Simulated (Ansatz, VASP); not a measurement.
Li2CaO2: VASP beside Ansatz

The input INCAR:

```
SYSTEM = Li2CaO2
PREC = Accurate
ENCUT = 520
EDIFF = 1E-6
ISMEAR = 0
SIGMA = 0.1
LREAL = .FALSE.
LASPH = .TRUE.
NELM = 150
ALGO = Normal
ISIF = 2
LWAVE = .FALSE.
LCHARG = .FALSE.
ISPIN = 2
MAGMOM = 0 0 0 1 1
LORBIT = 11
GGA = PE
NBANDS = 26
```

The input KPOINTS:

```
Automatic mesh
0
G
  6 6 2
  0 0 0
```

The input POSCAR:

```
Li2CaO2
1.0
    3.9747065342      0.0000000000      0.0000000000
   -1.9873532671      3.4421968312      0.0000000000
    0.0000000000      0.0000000000      9.4001764902
Li Ca O
2 1 2
Direct
    0.0000000000      0.0000000000      0.8538366759
    0.0000000000      0.0000000000      0.1461633241
    0.0000000000      0.0000000000      0.5000000000
    0.3333333333      0.6666666667      0.5000000000
    0.6666666667      0.3333333333      0.5000000000
```

Input for Ansatz:

```yaml
crystal:
  lattice:
    - [3.9747065342, 0.0, 0.0]
    - [-1.9873532671, 3.4421968312, 0.0]
    - [0.0, 0.0, 9.4001764902]
  atoms:
    - { symbol: Li, position: [0.0, 0.0, 0.8538366759] }
    - { symbol: Li, position: [0.0, 0.0, 0.1461633241] }
    - { symbol: Ca, position: [0.0, 0.0, 0.5] }
    - { symbol: O, position: [0.3333333333, 0.6666666667, 0.5], spin: 1.0 }
    - { symbol: O, position: [0.6666666667, 0.3333333333, 0.5], spin: 1.0 }
basis:
  ecutwfc: 420
kpoints:
  mp_grid: { grid: [6, 6, 2] }
hamiltonian:
  xc: pbe
scf:
  occupations: { method: gaussian, width: 0.1 }
  lower_state_search: "off"
output:
  forces: true
  stress: true
  eigenvalues: true
  populations: true
magnetization:
  spin_polarized: true
```

Alike in both runs: task single point; functional PBE; k mesh 6 × 6 × 2; occupations gaussian, width 0.1 eV; collinear spin.

|  | VASP | Ansatz |
| --- | --- | --- |
| version | VASP 6.6.1 | Ansatz 0.2.0 |
| potentials or method | VASP PAW PBE potentials, release 64 (Li_sv, Ca_sv, O), cutoff 520 eV | scalar-relativistic, plane waves, PAW |
| valence electrons in the cell | 28 | 28 |

VASP gave:

| Property | Result |
| --- | --- |
| gap on the k mesh at the Fermi level (eV) | none |
| rms of the force components (eV/Å) | 0.012 |
| net moment per atom (μB) | 0.01 |
| size of the moment on the site where the two differ most (μB) | 0.04 |

Problem. Which values does Ansatz return?

Solution. gap on the k mesh at the Fermi level (eV): none; rms of the force components (eV/Å): 0.024; net moment per atom (μB): 0.36; size of the moment on the site where the two differ most (μB): 0.76.

The net moments are unlike, so the other rows may belong to different states. Site moments also hang on the region over which each program counts them. Atom by atom the forces differ by 0.012 eV/Å (rms over components). A gap of «none» marks a metal or a gap that the smearing closes.

Noted on VASP's run: the cutoff is short for stress, so the pressure is rough.
